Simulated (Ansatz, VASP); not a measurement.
# Two plane-wave programs on AlN

Contents of INCAR:

```
PREC     = Accurate       # precision mode
ENCUT    = 600            # plane-wave cutoff, eV
EDIFF    = 1E-6           # SCF threshold, eV
ISMEAR   = 0              # smearing method
SIGMA    = 0.01           # smearing width, eV
LREAL    = F              # projectors in reciprocal space
LASPH    = T              # aspherical terms in the spheres
NELM     = 120            # most SCF steps
ALGO     = Normal         # electronic algorithm
ISIF     = 2              # what is computed and relaxed
LWAVE    = F              # write WAVECAR
LCHARG   = F              # write CHGCAR
GGA      = PE             # functional
NBANDS   = 11             # bands
GGA_COMPAT= F
```

File KPOINTS:

```
Automatic mesh
0
Gamma
  8 8 8
```

The input POSCAR:

```
AlN
1.0
    0.0000000000      1.9820401151      1.9820401151
    1.9820401151      0.0000000000      1.9820401151
    1.9820401151      1.9820401151      0.0000000000
Al N
1 1
Direct
    0.0000000000      0.0000000000      0.0000000000
    0.5000000000      0.5000000000      0.5000000000
```

Input for Ansatz:

```yaml
crystal:
  lattice:
    - [0.0, 1.9820401151238627, 1.9820401151238627]
    - [1.9820401151238627, 0.0, 1.9820401151238627]
    - [1.9820401151238627, 1.9820401151238627, 0.0]
  atoms:
    - { symbol: Al, position: [0.0, 0.0, 0.0] }
    - { symbol: "N", position: [0.5, 0.5, 0.5] }
basis:
  ecutwfc: 510.0
kpoints:
  mp_grid:
    grid: [8, 8, 8]
hamiltonian:
  xc: pbe
  pseudopotentials:
    kind: paw
scf:
  occupations:
    method: fixed
output:
  stress: true
```

Alike in both runs: task single point; functional PBE; k mesh 8 × 8 × 8; no spin polarisation.

|  | VASP | Ansatz |
| --- | --- | --- |
| version | VASP 6.6.1 | Ansatz 0.2.0 |
| potentials or method | VASP PAW PBE potentials, release 64 (Al, N), cutoff 600 eV | plane waves, PAW |
| occupations | gaussian, width 0.01 eV | fixed |
| valence electrons in the cell | 8 | 8 |

|  | VASP | Ansatz | Ansatz less VASP |
| --- | --- | --- | --- |
| pressure (GPa) | 23.0 | 23.4 | +0.47 |
